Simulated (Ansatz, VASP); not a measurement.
**One calculation of AlN, two programs**

```
CELL_PARAMETERS angstrom
3.03716 0.00000 0.00000
-1.51858 2.63026 0.00000
0.00000 0.00000 4.86121
ATOMIC_POSITIONS crystal
Al 0.34298 0.68596 0.00152
Al 0.65702 0.31404 0.50152
N 0.32473 0.64945 0.38348
N 0.67527 0.35055 0.88348
```

Change from the starting cell: mode 5 frozen in at +0.052 Å, equal normal strain along x, y and z -0.0167.

Alike in both runs: task single point; functional LDA; k mesh 9 × 9 × 6; occupations gaussian, width 0.05 eV; no spin polarisation.

|  | VASP | Ansatz |
| --- | --- | --- |
| version | VASP 6.6.1 | Ansatz 0.2.0 |
| potentials or method | VASP PAW LDA potentials, release 64 (Al, N), cutoff 520 eV | scalar-relativistic, plane waves, PAW |
| valence electrons in the cell | 16 | 16 |

|  | VASP | Ansatz | Ansatz less VASP |
| --- | --- | --- | --- |
| gap on the k mesh at the Fermi level (eV) | 4.85 | 4.84 | -0.006 |
| least direct gap on the mesh (eV) | 4.85 | 4.84 | -0.006 |
| pressure (GPa) | 12.5 | 11.7 | -0.81 |
| traceless stress, the component that is largest in VASP (GPa) | -0.54 | -0.50 | +0.041 |
| rms of the force components (eV/Å) | 0.135 | 0.135 | +0.0001 |

LDA's correlation is that of Perdew and Zunger in VASP and of Perdew and Wang (1992) in Ansatz. Atom by atom the forces differ by 0.001 eV/Å (rms over components).
